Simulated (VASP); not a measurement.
Input of a VASP 6.6.1 run:

INCAR

```
SYSTEM = KZn5Ir
PREC     = Accurate       ! precision mode
ENCUT    = 520            ! plane-wave cutoff, eV
EDIFF    = 1E-6           ! SCF threshold, eV
ISMEAR   = 0              ! smearing method
SIGMA    = 0.1            ! smearing width, eV
LREAL    = .False.        ! projectors in reciprocal space
LASPH    = .True.         ! aspherical terms in the spheres
NELM     = 100            ! most SCF steps
ALGO     = Fast           ! electronic algorithm
ISIF     = 2              ! what is computed and relaxed
LWAVE    = .False.        ! write WAVECAR
LCHARG   = .False.        ! write CHGCAR
GGA      = PE             ! functional
NBANDS   = 48             ! bands
```

KPOINTS

```
regular mesh
0
Gamma
  4 4 4
  0 0 0
```

The input POSCAR:

```
KZn5Ir
1.0
    4.4056336959      0.0000000000      0.0000000000
    0.0000000000      4.4056336959      0.0000000000
    0.0000000000      0.0000000000      7.9593009437
K Zn Ir
1 5 1
Direct
    0.5000000000      0.5000000000      0.0000000000
    0.5000000000      0.0000000000      0.6639454963
    0.0000000000      0.5000000000      0.6639454963
    0.5000000000      0.0000000000      0.3360545037
    0.0000000000      0.5000000000      0.3360545037
    0.0000000000      0.0000000000      0.0000000000
    0.0000000000      0.0000000000      0.5000000000
```

Potentials or basis: VASP PAW PBE potentials, release 64 (K_sv, Zn, Ir).

Command:

```bash
$ cat potpaw_PBE.64/K_sv/POTCAR potpaw_PBE.64/Zn/POTCAR potpaw_PBE.64/Ir/POTCAR > POTCAR
$ mpirun -np 1 vasp_std > vasp.out
```

Problem. What does it give for the pressure?

Solution. 0.3 GPa.

Problem. Predict the band gap on the k mesh.

Solution. Zero (band 39 reaches 2.76 eV, above the bottom of band 40 at 1.26 eV).

Problem. Estimate the largest force.

Solution. 0.019 eV/Å.

Forces in eV/Å, atoms in the order of the input:
```
K    0.000  0.000  0.000
Zn   0.000  0.000  0.019
Zn   0.000  0.000  0.019
Zn   0.000  0.000 -0.019
Zn   0.000  0.000 -0.019
Zn   0.000  0.000  0.000
Ir   0.000  0.000  0.000
```

Caveat: spin-orbit coupling is left out, which moves the levels of the heavy elements.
